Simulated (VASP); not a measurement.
# Be3Se2O (P1) in VASP: single point with PBE

Aim: the single point of Be3Se2O with PBE.

Everything below comes from runs of VASP 6.6.1. Logs are shortened: lines on timing, memory, paths and dates and some standing lists are left out, and cuts for length are marked.

## Step 1: The cell of the first run

The typed cell holds 12 atoms: a = 5.329 Å, b = 5.330 Å, c = 12.221 Å, α = 88.79°, β = 88.39°, γ = 60.00°.

## Step 2: Single point, PBE

The input, INCAR:

```
PREC     = Accurate       # precision mode
ENCUT    = 600            # plane-wave cutoff, eV
EDIFF    = 1E-6           # SCF threshold, eV
ISMEAR   = 0              # smearing method
SIGMA    = 0.1            # smearing width, eV
LREAL    = False          # projectors in reciprocal space
LASPH    = True           # aspherical terms in the spheres
NELM     = 120            # most SCF steps
ALGO     = Normal         # electronic algorithm
ISIF     = 2              # what is computed and relaxed
LWAVE    = False          # write WAVECAR
LCHARG   = True           # write CHGCAR
GGA      = PE             # functional
LELF     = True           # ELF
LVHAR    = True         
NBANDS   = 36             # bands
GGA_COMPAT= False
```

The input, KPOINTS:

```
regular mesh
0
Gamma
  4 4 2
```

The input, POSCAR:

```
Be3Se2O
1.0
    5.3291175487      0.0000000000      0.0000000000
    2.6649172666      4.6158274832      0.0000000000
    0.3432511709      0.1007559393     12.2159038637
Be Se O
6 4 2
Direct
    0.7064285483      0.2986807619      0.9045586450
    0.7157215346      0.2792153359      0.4048424374
    0.2843013051      0.0097021683      0.9045840837
    0.2936307045      0.9902033678      0.4048411596
    0.9952841782      0.7208359345      0.9045613711
    0.0046738557      0.7013626344      0.4048719225
    0.6665299153      0.6782772140      0.8203137144
    0.6668337729      0.6550284758      0.4890719977
    0.3241078286      0.3412538095      0.9887808305
    0.3425083423      0.3254278453      0.3206507735
    0.9953283718      0.0097378054      0.9045717130
    0.0046516426      0.9902746473      0.4048539516
```

Potentials or basis: VASP PAW PBE potentials, release 64 (Be, Se, O).

Launch:

```console
$ cat potpaw_PBE.64/Be/POTCAR potpaw_PBE.64/Se/POTCAR potpaw_PBE.64/O/POTCAR > POTCAR
$ mpirun -np 1 vasp_std > vasp.out
```

OUTCAR:

```text
PREC = Accurate
   ENCUT = 600
   EDIFF = 1E-6
   ISMEAR = 0
   LREAL = False
   LASPH = True
   NELM = 120
   ISIF = 2
   GGA = PE

 ion  position               nearest neighbor table
   1  0.706  0.299  0.905-  11 1.54   9 2.17   7 2.17
   2  0.716  0.279  0.405-  12 1.54  10 2.17   8 2.17
   3  0.284  0.010  0.905-  11 1.54   9 2.17   7 2.17
   4  0.294  0.990  0.405-  12 1.54   8 2.17  10 2.17
   5  0.995  0.721  0.905-  11 1.54   7 2.17   9 2.17
   6  0.005  0.701  0.405-  12 1.54   8 2.17  10 2.17
   7  0.667  0.678  0.820-   5 2.17   3 2.17   1 2.17
   8  0.667  0.655  0.489-   2 2.17   4 2.17   6 2.17
   9  0.324  0.341  0.989-   3 2.17   5 2.17   1 2.17
  10  0.343  0.325  0.321-   2 2.17   4 2.17   6 2.17
  11  0.995  0.010  0.905-   1 1.54   3 1.54   5 1.54
  12  0.005  0.990  0.405-   6 1.54   4 1.54   2 1.54

  Warning from LATTYP: Got some problem with cell dimensions!
  Tried to take original basis but could not verify dimensions!
  LATTYP: Found a triclinic cell.
 ALAT       =     5.3291175487
 B/A-ratio  =     1.0000762775
 C/A-ratio  =     2.2932766263
 COS(alpha) =     0.0069000165
 COS(beta)  =     0.0280866720
 COS(gamma) =     0.4998945988

  Lattice vectors:

 A1 = (  -5.3291175487,   0.0000000000,   0.0000000000)
 A2 = (  -2.6642002821,   4.6158274832,   0.0000000000)
 A3 = (  -0.3432511709,  -0.1007559393, -12.2159038637)

Analysis of symmetry for initial positions (statically):
=====================================================================
 Subroutine PRICEL returns:
 Original cell was already a primitive cell.

 Routine SETGRP: Setting up the symmetry group for a
 triclinic supercell.

 Subroutine GETGRP returns: Found  1 space group operations
 (whereof  1 operations were pure point group operations)
 out of a pool of  2 trial point group operations.

The static configuration has the point symmetry C_1 .

Analysis of symmetry for dynamics (positions and initial velocities):
=====================================================================
 Subroutine PRICEL returns:
 Original cell was already a primitive cell.

 Routine SETGRP: Setting up the symmetry group for a
 triclinic supercell.

 Subroutine GETGRP returns: Found  1 space group operations
 (whereof  1 operations were pure point group operations)
 out of a pool of  2 trial point group operations.

The dynamic configuration has the point symmetry C_1 .

 Subroutine INISYM returns: Found  1 space group operations
 (whereof  1 operations are pure point group operations),
 and found     1 'primitive' translations

----------------------------------------------------------------------------------------

                                     Primitive cell

  volume of cell :     300.4903

  direct lattice vectors                    reciprocal lattice vectors
     5.329117549  0.000000000  0.000000000     0.187648328 -0.108337513 -0.004379116
     2.664917267  4.615827483  0.000000000     0.000000000  0.216645878 -0.001786880
     0.343251171  0.100755939 12.215903864     0.000000000  0.000000000  0.081860500

  length of vectors
     5.329117549  5.329882493 12.221140713     0.216721223  0.216653247  0.081860500

  position of ions in fractional coordinates (direct lattice)
     0.706428548  0.298680762  0.904558645
     0.715721535  0.279215336  0.404842437
     0.284301305  0.009702168  0.904584084
     0.293630705  0.990203368  0.404841160
     0.995284178  0.720835935  0.904561371
     0.004673856  0.701362634  0.404871922
     0.666529915  0.678277214  0.820313714
     0.666833773  0.655028476  0.489071998
     0.324107829  0.341253810  0.988780830
     0.342508342  0.325427845  0.320650773
     0.995328372  0.009737805  0.904571713
     0.004651643  0.990274647  0.404853952

  ion indices of the primitive-cell ions
   primitive index   ion index
                 1           1
                 2           2
                 3           3
                 4           4
                 5           5
                 6           6
                 7           7
                 8           8
                 9           9
                10          10
                11          11
                12          12

----------------------------------------------------------------------------------------

 KPOINTS: regular mesh

Automatic generation of k-mesh.
 Grid dimensions read from file:
 generate k-points for:    4    4    2

 Generating k-lattice:

  Cartesian coordinates                     Fractional coordinates (reciprocal lattice)
     0.046912082 -0.027084378 -0.001094779     0.250000000  0.000000000  0.000000000
     0.000000000  0.054161470 -0.000446720     0.000000000  0.250000000  0.000000000
     0.000000000  0.000000000  0.040930250     0.000000000  0.000000000  0.500000000

  Length of vectors
     0.054180306  0.054163312  0.040930250

  Shift w.r.t. Gamma in fractional coordinates (k-lattice)
     0.000000000  0.000000000  0.000000000

 Subroutine IBZKPT returns following result:
 ===========================================

 Found     20 irreducible k-points:

 Following reciprocal coordinates:
            Coordinates               Weight
  0.000000  0.000000  0.000000      1.000000
  0.250000  0.000000 -0.000000      2.000000
  0.500000  0.000000 -0.000000      1.000000
  0.000000  0.250000 -0.000000      2.000000
  0.250000  0.250000 -0.000000      2.000000
  0.500000  0.250000 -0.000000      2.000000
[... 12 lines left out ...]
  0.250000  0.500000  0.500000      2.000000
  0.500000  0.500000  0.500000      1.000000
   k-points           NKPTS =     20   k-points in BZ     NKDIM =     20   number of bands    NBANDS=     36
   number of dos      NEDOS =    301   number of ions     NIONS =     12
   total plane-waves  NPLWV = 225792
   dimension x,y,z NGX =    48 NGY =   48 NGZ =   98
   dimension x,y,z NGXF=    96 NGYF=   96 NGZF=  196
   ions per type =               6   4   2
   NGX,Y,Z   is equivalent  to a cutoff of  14.97, 14.97, 13.33 a.u.
   NGXF,Y,Z  is equivalent  to a cutoff of  29.95, 29.94, 26.66 a.u.
 SYSTEM =  unknown system
   PREC   = accura    normal or accurate (medium, high low for compatibility)
   ISTART =      0    job   : 0-new  1-cont  2-samecut
   ICHARG =      2    charge: 1-file 2-atom 10-const
   ISPIN  =      1    spin polarized calculation?
   LNONCOLLINEAR =      F non collinear calculations
   LSORBIT =      F    spin-orbit coupling
   LASPH  =      T    aspherical Exc in radial PAW
   ENCUT  =  600.0 eV  44.10 Ry    6.64 a.u.  10.64 10.65 24.41*2*pi/ulx,y,z
   NELM   =    120;   NELMIN=  2; NELMDL= -5     # of ELM steps
   EDIFF  = 0.1E-05   stopping-criterion for ELM
   LREAL  =      F    real-space projection
[... 7 lines left out ...]
   TEBEG  =    0.0;   TEEND  =   0.0 temperature during run
   PSTRESS=    0.0 pullay stress
   NELECT =      48.0000    total number of electrons
   NUPDOWN=      -1.0000    fix difference up-down
   EMIN   =  10.00;   EMAX   =-10.00  energy-range for DOS
   EFERMI =   0.00;   METHOD = LEGACY
   ISMEAR =     0;   SIGMA  =   0.10  broadening in eV -4-tet -1-fermi 0-gaus
   EFERMI_NEDOS =   21; number of points for ismear=-14 and -15
   IALGO  =     38    algorithm
   IMIX   =      4    mixing-type and parameters
     AMIX     =   0.40;   BMIX     =  1.00
     AMIX_MAG =   1.60;   BMIX_MAG =  1.00
  volume/ion in A,a.u.               =      25.04       168.98
  Fermi-wavevector in a.u.,A,eV,Ry     =   0.888270  1.678587 10.735322  0.789024
  Thomas-Fermi vector in A             =   2.009678
   LORBIT       =      0    0 simple, 1 ext, 2 COOP (PROOUT), +10 PAW based schemes
   GGA     = PE    functional components
   LHFCALC =     F    Hartree Fock is set to
   AEXX    =    0.0000 exact exchange contribution
   IVDW    =     0    specifies the selected vdW correction
   LEPSILON=     F    determine dielectric tensor
   LRPA    =     F    only Hartree local field effects (RPA)
 non-spin polarized calculation
 Gauss-broadening in eV      SIGMA  =   0.10
  energy-cutoff  :      600.00
  volume of cell :      300.49
 maximum number of plane-waves:     10072
 NGX is ok and might be reduce to    48
   NGX = 21   NGY = 21   NGZ = 49

 number of electron      48.0000000 magnetization

 Free energy of the ion-electron system (eV)
  ---------------------------------------------------
  ext. energy  EPLUGINS =         0.00000000
  ---------------------------------------------------
  free energy    TOTEN  =       -61.71397758 eV

  energy without entropy =      -61.71397758  energy(sigma->0) =      -61.71397758

 E-fermi :  -0.6438     XC(G=0):  -6.6586

 val. band max:       -1.0964125412   @ k =   0.5000   0.0000  -0.0000
 cond. band min:       2.8072455694   @ k =   0.0000   0.0000   0.0000
 fundamental gap:      3.9036581106
 Fermi energy:        -0.6437658796

 k-point     1 :       0.0000    0.0000    0.0000
  band No.  band energies     occupation
      1     -19.6381      2.00000
      2     -19.6378      2.00000
      3     -12.7743      2.00000
      4     -12.7281      2.00000
      5     -12.0172      2.00000
      6     -11.9541      2.00000
[... 28 lines left out ...]
     35       5.3169      0.00000
     36       5.3178      0.00000

 k-point     2 :       0.2500    0.0000   -0.0000
  band No.  band energies     occupation
      1     -19.6354      2.00000
      2     -19.6351      2.00000
      3     -12.7061      2.00000
      4     -12.6595      2.00000
      5     -12.1160      2.00000
      6     -12.0571      2.00000
[... 28 lines left out ...]
     35       5.9169      0.00000
     36       6.0380      0.00000
[... 661 lines left out ...]
     35       6.3127      0.00000
     36       6.3315      0.00000

 k-point    20 :       0.5000    0.5000    0.5000
  band No.  band energies     occupation
      1     -19.6327      2.00000
      2     -19.6325      2.00000
      3     -12.5629      2.00000
      4     -12.5626      2.00000
      5     -12.2438      2.00000
      6     -12.2432      2.00000
[... 28 lines left out ...]
     35       6.2724      0.00000
     36       6.2749      0.00000

------------------------ aborting loop because EDIFF is reached ----------------------------------------

  FORCE on cell =-STRESS in cart. coord.  units (eV):
  Direction    XX          YY          ZZ          XY          YZ          ZX
  --------------------------------------------------------------------------------------
  -------------------------------------------------------------------------------------
  Total        0.1201943      0.1000797      0.7127712     -0.0033204      0.0135688      0.0431528
  in kB        0.6408611      0.5336126      3.8004085     -0.0177039      0.0723471      0.2300853
  external PRESSURE =       1.6582940 kB  Pullay stress =       0.0000000 kB

 VOLUME and BASIS-vectors are now :
 -----------------------------------------------------------------------------
  energy-cutoff  :      600.00
  volume of cell :      300.49
      direct lattice vectors                 reciprocal lattice vectors
     5.329117549  0.000000000  0.000000000     0.187648328 -0.108337513 -0.004379116
     2.664917267  4.615827483  0.000000000     0.000000000  0.216645878 -0.001786880
     0.343251171  0.100755939 12.215903864     0.000000000  0.000000000  0.081860500

 POSITION                                       TOTAL-FORCE (eV/Angst)
 -----------------------------------------------------------------------------------
      4.87109      1.46980     11.05000        -0.001015      0.001467     -0.000075
      4.69721      1.32960      4.94552         0.000068     -0.000145      0.000371
      1.85143      0.13593     11.05031         0.000683      0.000937     -0.001841
      4.34256      4.61140      4.94550         0.001289      0.000578      0.000060
      7.53545      3.41839     11.05003         0.000715     -0.000556      0.001019
      2.03295      3.27816      4.94588        -0.000700     -0.001924      0.000057
      5.64114      3.21346     10.02087        -0.001054      0.000476     -0.022253
      5.46711      3.07278      5.97446        -0.001034     -0.000436      0.023781
      2.97602      1.67479     12.07885         0.000545      0.001363      0.023843
      2.80257      1.53443      3.91704         0.000348     -0.000514     -0.025071
      5.64067      0.13609     11.05016         0.000271     -0.000035      0.000198
      2.80276      4.61173      4.94566        -0.000116     -0.001212     -0.000088
 -----------------------------------------------------------------------------------
    total drift:                               -0.000389      0.000045      0.000098

  FREE ENERGIE OF THE ION-ELECTRON SYSTEM (eV)
  ---------------------------------------------------
  free  energy   TOTEN  =       -61.7139775814 eV

  energy  without entropy=      -61.7139775814  energy(sigma->0) =      -61.71397758
```

It took 11 min on 1 thread of Oxide Virtual Turin-like, shared host; peak memory 0.62 GiB.

Results:

```
Free energy            : -61.7140 eV
Pressure               : 0.2 GPa
Largest force          : 0.025 eV/Å
Band gap on the k mesh : 3.90 eV (least direct gap 4.34 eV)
```

Forces on the atoms (eV/Å):
```
Be  -0.001  0.001  0.000
Be   0.000  0.000  0.000
Be   0.001  0.001 -0.002
Be   0.001  0.001  0.000
Be   0.001 -0.001  0.001
Be  -0.001 -0.002  0.000
Se  -0.001  0.000 -0.022
Se  -0.001  0.000  0.024
Se   0.001  0.001  0.024
Se   0.000 -0.001 -0.025
O    0.000  0.000  0.000
O    0.000 -0.001  0.000
```

Stress tensor (GPa, compression positive):
```
0.06 0.00 0.02
0.00 0.05 0.01
0.02 0.01 0.38
```
